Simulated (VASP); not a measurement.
# C (P6_3/mmc) in VASP: further runs

C is run at these levels: r2SCAN; tasks: single point.

Everything below comes from runs of VASP 6.6.1. Logs are shortened: lines on timing, memory, paths and dates and some standing lists are left out, and cuts for length are marked.

**1. The cell of the first run**

It takes space group P6_3/mmc (No. 194, hexagonal). The conventional cell has a = 2.456 Å, b = 2.456 Å, c = 7.011 Å, α = 90.00°, β = 90.00°, γ = 120.00°. C (site symmetry -6m2) has 3 C at 1.42 Å within 1.9 Å. Within 1.9 Å of C (site symmetry -6m2) lie 3 C at 1.42 Å.

**2. Single point, r2SCAN**

Contents of POSCAR:

```
C
1.0
    2.4559134951      0.0000000000      0.0000000000
   -1.2279567476      2.1268834763      0.0000000000
    0.0000000000      0.0000000000      7.0106281886
C
4
Direct
    1.0000000000      1.0000000000      0.2500000000
    0.0000000000      0.0000000000      0.7500000000
    0.3333333333      0.6666666667      0.2500000000
    0.6666666667      0.3333333333      0.7500000000
```

Contents of INCAR.step1:

```
SYSTEM = C
PREC = Accurate
ENCUT = 520
ISMEAR = -1
SIGMA = 0.05
LREAL = .False.
LASPH = .True.
NELM = 60
NBANDS = 16
GGA = PE
ALGO = Normal
EDIFF = 1E-4
LWAVE = .True.
LCHARG = .False.
```

Contents of INCAR.step2:

```
SYSTEM = C
PREC = Accurate
ENCUT = 520
EDIFF = 1E-6
ISMEAR = -1
SIGMA = 0.05
LREAL = .False.
LASPH = .True.
NELM = 60
ALGO = Normal
ISIF = 2
LWAVE = .False.
LCHARG = .True.
METAGGA = R2SCAN
LMIXTAU = .True.
LELF = .True.
LVHAR = .True.
NBANDS = 16
ISTART = 1
```

Contents of KPOINTS:

```
regular mesh
0
Gamma
  8 8 3
  0 0 0
```

Potentials or basis: VASP PAW PBE potentials, release 64 (C).

On the command line:

```
cat potpaw_PBE.64/C/POTCAR > POTCAR
cp INCAR.step1 INCAR
mpirun -np 1 vasp_std > vasp.out
cp INCAR.step2 INCAR
mpirun -np 1 vasp_std > vasp.out
```

OUTCAR:

```text
SYSTEM = C
   PREC = Accurate
   ENCUT = 520
   EDIFF = 1E-6
   ISMEAR = -1
   LREAL = .False.
   LASPH = .True.
   NELM = 60
   ISIF = 2
   METAGGA = R2SCAN
   ISTART = 1

 ion  position               nearest neighbor table
   1  0.000  0.000  0.250-   3 1.42   3 1.42   3 1.42
   2  0.000  0.000  0.750-   4 1.42   4 1.42   4 1.42
   3  0.333  0.667  0.250-   1 1.42   1 1.42   1 1.42
   4  0.667  0.333  0.750-   2 1.42   2 1.42   2 1.42

  LATTYP: Found a hexagonal cell.
 ALAT       =     2.4559134951
 C/A-ratio  =     2.8545908488

  Lattice vectors:

 A1 = (   2.4559134951,   0.0000000000,   0.0000000000)
 A2 = (  -1.2279567476,   2.1268834763,   0.0000000000)
 A3 = (   0.0000000000,   0.0000000000,   7.0106281886)

Analysis of symmetry for initial positions (statically):
=====================================================================
 Subroutine PRICEL returns:
 Original cell was already a primitive cell.

 Routine SETGRP: Setting up the symmetry group for a
 hexagonal supercell.

 Subroutine GETGRP returns: Found 24 space group operations
 (whereof 12 operations were pure point group operations)
 out of a pool of 24 trial point group operations.

The static configuration has the point symmetry D_3d.
 The point group associated with its full space group is D_6h.

Analysis of symmetry for dynamics (positions and initial velocities):
=====================================================================
 Subroutine PRICEL returns:
 Original cell was already a primitive cell.

 Routine SETGRP: Setting up the symmetry group for a
 hexagonal supercell.

 Subroutine GETGRP returns: Found 24 space group operations
 (whereof 12 operations were pure point group operations)
 out of a pool of 24 trial point group operations.

The dynamic configuration has the point symmetry D_3d.
 The point group associated with its full space group is D_6h.

 Subroutine INISYM returns: Found 24 space group operations
 (whereof 12 operations are pure point group operations),
 and found     1 'primitive' translations

----------------------------------------------------------------------------------------

                                     Primitive cell

  volume of cell :      36.6196

  direct lattice vectors                    reciprocal lattice vectors
     2.455913495  0.000000000  0.000000000     0.407180465  0.235085751  0.000000000
    -1.227956748  2.126883476  0.000000000     0.000000000  0.470171503  0.000000000
     0.000000000  0.000000000  7.010628189     0.000000000  0.000000000  0.142640570

  length of vectors
     2.455913495  2.455913495  7.010628189     0.470171503  0.470171503  0.142640570

  position of ions in fractional coordinates (direct lattice)
     0.000000000  0.000000000  0.250000000
     0.000000000  0.000000000  0.750000000
     0.333333333  0.666666667  0.250000000
     0.666666667  0.333333333  0.750000000

  ion indices of the primitive-cell ions
   primitive index   ion index
                 1           1
                 2           2
                 3           3
                 4           4

----------------------------------------------------------------------------------------

 KPOINTS: regular mesh

Automatic generation of k-mesh.
 Grid dimensions read from file:
 generate k-points for:    8    8    3

 Generating k-lattice:

  Cartesian coordinates                     Fractional coordinates (reciprocal lattice)
     0.050897558  0.029385719  0.000000000     0.125000000  0.000000000  0.000000000
     0.000000000  0.058771438  0.000000000     0.000000000  0.125000000  0.000000000
     0.000000000  0.000000000  0.047546857     0.000000000  0.000000000  0.333333333

  Length of vectors
     0.058771438  0.058771438  0.047546857

  Shift w.r.t. Gamma in fractional coordinates (k-lattice)
     0.000000000  0.000000000  0.000000000

 Subroutine IBZKPT returns following result:
 ===========================================

 Found     20 irreducible k-points:

 Following reciprocal coordinates:
            Coordinates               Weight
  0.000000  0.000000  0.000000      1.000000
  0.125000  0.000000  0.000000      6.000000
  0.250000  0.000000  0.000000      6.000000
  0.375000 -0.000000  0.000000      6.000000
  0.500000  0.000000  0.000000      3.000000
  0.125000  0.125000  0.000000      6.000000
[... 12 lines left out ...]
  0.250000  0.250000  0.333333     12.000000
  0.375000  0.250000  0.333333     12.000000
   k-points           NKPTS =     20   k-points in BZ     NKDIM =     20   number of bands    NBANDS=     16
   number of dos      NEDOS =    301   number of ions     NIONS =      4
   total plane-waves  NPLWV =  17496
   dimension x,y,z NGX =    18 NGY =   18 NGZ =   54
   dimension x,y,z NGXF=    36 NGYF=   36 NGZF=  108
   ions per type =               4
   NGX,Y,Z   is equivalent  to a cutoff of  12.18, 12.18, 12.81 a.u.
   NGXF,Y,Z  is equivalent  to a cutoff of  24.37, 24.37, 25.61 a.u.
 SYSTEM =  C
   PREC   = accura    normal or accurate (medium, high low for compatibility)
   ISTART =      1    job   : 0-new  1-cont  2-samecut
   ICHARG =      0    charge: 1-file 2-atom 10-const
   ISPIN  =      1    spin polarized calculation?
   LNONCOLLINEAR =      F non collinear calculations
   LSORBIT =      F    spin-orbit coupling
   LASPH  =      T    aspherical Exc in radial PAW
   ENCUT  =  520.0 eV  38.22 Ry    6.18 a.u.   4.57  4.57 13.04*2*pi/ulx,y,z
   NELM   =     60;   NELMIN=  2; NELMDL=  0     # of ELM steps
   EDIFF  = 0.1E-05   stopping-criterion for ELM
   LREAL  =      F    real-space projection
   EDIFFG = 0.1E-04   stopping-criterion for IOM
   NSW    =      0    number of steps for IOM
   IBRION =     -1    ionic relax: 0-MD 1-quasi-New 2-CG
   NFREE  =      0    steps in history (QN), initial steepest desc. (CG)
   ISIF   =      2    stress and relaxation
   ISYM   =      2    0-nonsym 1-usesym 2-fastsym
   POTIM  = 0.5000    time-step for ionic-motion
   TEBEG  =    0.0;   TEEND  =   0.0 temperature during run
   PSTRESS=    0.0 pullay stress
   NELECT =      16.0000    total number of electrons
   NUPDOWN=      -1.0000    fix difference up-down
   EMIN   =  10.00;   EMAX   =-10.00  energy-range for DOS
   EFERMI =   0.00;   METHOD = LEGACY
   ISMEAR =    -1;   SIGMA  =   0.05  broadening in eV -4-tet -1-fermi 0-gaus
   EFERMI_NEDOS =   21; number of points for ismear=-14 and -15
   IALGO  =     38    algorithm
   IMIX   =      4    mixing-type and parameters
     AMIX     =   0.40;   BMIX     =  1.00
     AMIX_MAG =   1.60;   BMIX_MAG =  1.00
  volume/ion in A,a.u.               =       9.15        61.78
  Fermi-wavevector in a.u.,A,eV,Ry     =   1.242254  2.347519 20.996429  1.543194
  Thomas-Fermi vector in A             =   2.376616
   LORBIT       =      0    0 simple, 1 ext, 2 COOP (PROOUT), +10 PAW based schemes
   METAGGA = R2SCAN    functional components
   LHFCALC =     F    Hartree Fock is set to
   AEXX    =    0.0000 exact exchange contribution
   IVDW    =     0    specifies the selected vdW correction
   LEPSILON=     F    determine dielectric tensor
   LRPA    =     F    only Hartree local field effects (RPA)
 non-spin polarized calculation
  energy-cutoff  :      520.00
  volume of cell :       36.62
 maximum number of plane-waves:      1007
   NGX =  9   NGY =  9   NGZ = 27

 number of electron      15.9999995 magnetization

 Free energy of the ion-electron system (eV)
  ---------------------------------------------------
  ext. energy  EPLUGINS =         0.00000000
  ---------------------------------------------------
  free energy    TOTEN  =       -39.75386153 eV

  energy without entropy =      -39.75386153  energy(sigma->0) =      -39.75386153

 E-fermi :   4.3545     XC(G=0): -10.8307

 val. band max:        3.4291080896   @ k =   0.3750   0.2500   0.0000
 cond. band min:       5.3290785906   @ k =   0.3750   0.2500   0.3333
 fundamental gap:      1.8999705010
 Fermi energy:         4.3544829650

 k-point     1 :       0.0000    0.0000    0.0000
  band No.  band energies     occupation
      1     -16.6319      2.00000
      2     -16.4227      2.00000
      3      -4.5635      2.00000
      4      -2.9579      2.00000
      5       1.0984      2.00000
      6       1.0984      2.00000
[... 8 lines left out ...]
     15      16.7556      0.00000
     16      16.9198      0.00000

 k-point     2 :       0.1250    0.0000    0.0000
  band No.  band energies     occupation
      1     -16.2373      2.00000
      2     -16.0329      2.00000
      3      -4.0869      2.00000
      4      -2.5042      2.00000
      5      -0.4061      2.00000
      6      -0.3736      2.00000
[... 8 lines left out ...]
     15      15.3427      0.00000
     16      15.5931      0.00000

 k-point     3 :       0.2500    0.0000    0.0000
  band No.  band energies     occupation
      1     -15.0641      2.00000
      2     -14.8739      2.00000
      3      -3.6517      2.00000
      4      -3.5836      2.00000
      5      -2.6831      2.00000
      6      -1.1810      2.00000
[... 8 lines left out ...]
     15      18.4911      0.00000
     16      18.5235      0.00000

 k-point     4 :       0.3750   -0.0000    0.0000
  band No.  band energies     occupation
      1     -13.1549      2.00000
      2     -12.9879      2.00000
      3      -7.1678      2.00000
      4      -7.0648      2.00000
      5      -2.1422      2.00000
      6      -2.1065      2.00000
[... 8 lines left out ...]
     15      19.3027      0.00000
     16      21.5267      0.00000

 k-point     5 :       0.5000    0.0000    0.0000
  band No.  band energies     occupation
      1     -11.0409      2.00000
      2     -10.9630      2.00000
      3      -9.7948      2.00000
      4      -9.7355      2.00000
      5      -2.5284      2.00000
      6      -2.4917      2.00000
[... 8 lines left out ...]
     15      18.9536      0.00000
     16      19.9378      0.00000

 k-point     6 :       0.1250    0.1250    0.0000
  band No.  band energies     occupation
      1     -15.4534      2.00000
      2     -15.2586      2.00000
      3      -3.1454      2.00000
      4      -2.3491      2.00000
      5      -2.3196      2.00000
      6      -1.6135      2.00000
[... 8 lines left out ...]
     15      15.7228      0.00000
     16      15.8025      0.00000
[... 191 lines left out ...]
 k-point    17 :       0.2500    0.1250    0.3333
  band No.  band energies     occupation
      1     -13.8677      2.00000
      2     -13.7796      2.00000
      3      -5.3388      2.00000
      4      -5.3009      2.00000
      5      -2.7811      2.00000
      6      -2.7584      2.00000
[... 8 lines left out ...]
     15      18.2329      0.00000
     16      18.5151      0.00000

 k-point    18 :       0.3750    0.1250    0.3333
  band No.  band energies     occupation
      1     -11.6714      2.00000
      2     -11.5989      2.00000
      3      -8.5332      2.00000
      4      -8.4789      2.00000
      5      -3.6024      2.00000
      6      -3.5750      2.00000
[... 8 lines left out ...]
     15      18.3010      0.00000
     16      19.0964      0.00000

 k-point    19 :       0.2500    0.2500    0.3333
  band No.  band energies     occupation
      1     -12.0147      2.00000
      2     -11.9382      2.00000
      3      -6.9787      2.00000
      4      -6.9525      2.00000
      5      -5.1960      2.00000
      6      -5.1767      2.00000
[... 8 lines left out ...]
     15      17.5043      0.00000
     16      17.8586      0.00000

 k-point    20 :       0.3750    0.2500    0.3333
  band No.  band energies     occupation
      1      -9.9970      2.00000
      2      -9.9615      2.00000
      3      -8.9876      2.00000
      4      -8.9735      2.00000
      5      -6.0382      2.00000
      6      -6.0044      2.00000
[... 8 lines left out ...]
     15      18.0055      0.00000
     16      18.6642      0.00000

------------------------ aborting loop because EDIFF is reached ----------------------------------------

  FORCE on cell =-STRESS in cart. coord.  units (eV):
  Direction    XX          YY          ZZ          XY          YZ          ZX
  --------------------------------------------------------------------------------------
  -------------------------------------------------------------------------------------
  Total        0.2341294      0.2341294     -0.0191195     -0.0000000     -0.0000000      0.0000000
  in kB       10.2436045     10.2436045     -0.8365161     -0.0000000     -0.0000000      0.0000000
  external PRESSURE =       6.5502309 kB  Pullay stress =       0.0000000 kB

 VOLUME and BASIS-vectors are now :
 -----------------------------------------------------------------------------
  energy-cutoff  :      520.00
  volume of cell :       36.62
      direct lattice vectors                 reciprocal lattice vectors
     2.455913495  0.000000000  0.000000000     0.407180465  0.235085751  0.000000000
    -1.227956748  2.126883476  0.000000000     0.000000000  0.470171503  0.000000000
     0.000000000  0.000000000  7.010628189     0.000000000  0.000000000  0.142640570

 POSITION                                       TOTAL-FORCE (eV/Angst)
 -----------------------------------------------------------------------------------
      0.00000      0.00000      1.75266         0.000000     -0.000000     -0.000000
      0.00000      0.00000      5.25797        -0.000000      0.000000     -0.000000
     -0.00000      1.41792      1.75266         0.000000     -0.000000      0.000000
      1.22796      0.70896      5.25797        -0.000000      0.000000     -0.000000
 -----------------------------------------------------------------------------------
    total drift:                                0.000000     -0.000000      0.000000

  FREE ENERGIE OF THE ION-ELECTRON SYSTEM (eV)
  ---------------------------------------------------
  free  energy   TOTEN  =       -39.7538615282 eV

  energy  without entropy=      -39.7538615266  energy(sigma->0) =      -39.75386153
```

Wall time 22 s (1 thread of Intel Xeon 6975P-C (Granite Rapids), shared host); peak memory 0.14 GiB.

What came out:

- Free energy: -39.7539 eV
- Pressure: 0.7 GPa
- Band gap on the k mesh: 1.90 eV, indirect (least direct gap 1.93 eV)

Stress tensor (GPa, compression positive):
```
 1.02  0.00  0.00
 0.00  1.02  0.00
 0.00  0.00 -0.08
```

Caveat: the PAW data sets were made with another functional, which shifts forces and pressure a little. A k mesh can miss the band edges.

**3. Single point, r2SCAN (volume scaled by 0.88)**

Contents of POSCAR:

```
C
1.0
    2.3534625376      0.0000000000      0.0000000000
   -1.1767312688      2.0381583444      0.0000000000
    0.0000000000      0.0000000000      6.7181726227
C
4
Direct
    1.0000000000      1.0000000000      0.2500000000
    0.0000000000      0.0000000000      0.7500000000
    0.3333333333      0.6666666667      0.2500000000
    0.6666666667      0.3333333333      0.7500000000
```

Contents of INCAR.step1:

```
SYSTEM = C
  ALGO = Normal
  EDIFF = 1E-4
  ENCUT = 520
  GGA = PE
  ISMEAR = -1
  LASPH = .TRUE.
  LCHARG = .FALSE.
  LREAL = .FALSE.
  LWAVE = .TRUE.
  NBANDS = 16
  NELM = 60
  PREC = Accurate
  SIGMA = 0.05
```

Contents of INCAR.step2:

```
SYSTEM = C
  ALGO = Normal
  EDIFF = 1E-6
  ENCUT = 520
  ISIF = 2
  ISMEAR = -1
  ISTART = 1
  LASPH = .TRUE.
  LCHARG = .FALSE.
  LMIXTAU = .TRUE.
  LREAL = .FALSE.
  LWAVE = .FALSE.
  METAGGA = R2SCAN
  NBANDS = 16
  NELM = 60
  PREC = Accurate
  SIGMA = 0.05
```

Contents of KPOINTS:

```
k-points
0
G
  14 14 4
  0 0 0
```

Potentials or basis: VASP PAW PBE potentials, release 64 (C).

On the command line:

```
cat potpaw_PBE.64/C/POTCAR > POTCAR
cp INCAR.step1 INCAR
mpirun -np 1 vasp_std > vasp.out
cp INCAR.step2 INCAR
mpirun -np 1 vasp_std > vasp.out
```

Run time: 49 s. Hardware: 1 thread of Intel Xeon 6975P-C (Granite Rapids), shared host; peak memory 0.15 GiB.

It converged, with:

```
Free energy            : -39.1822 eV
Pressure               : 44.8 GPa
Band gap on the k mesh : 1.15 eV, direct
```

Stress tensor (GPa, compression positive):
```
66.62  0.00  0.00
 0.00 66.62  0.00
 0.00  0.00  1.04
```

Levels at points of the mesh, in eV from the valence-band top:
```
           k point  band 4  band 5  band 6  band 7  band 8  band 9  band 10  band 11  band 12  band 13
(0.00, 0.00, 0.00)   -7.52   -2.62   -2.62   -2.60   -2.60    4.40    10.12    10.12    10.17    10.17
(0.50, 0.00, 0.00)  -14.39   -6.70   -6.65   -2.67   -2.00    2.14     2.91     9.47     9.86    12.49
(0.00, 0.00, 0.50)   -8.56   -2.61   -2.61   -2.61   -2.61    7.14     7.14    10.15    10.15    10.15
(0.50, 0.00, 0.50)  -14.44   -6.67   -6.67   -2.28   -2.28    2.33     2.33     9.66     9.66    14.16
```

Caveat: the PAW data sets were made with another functional, which shifts forces and pressure a little. A k mesh can miss the band edges.
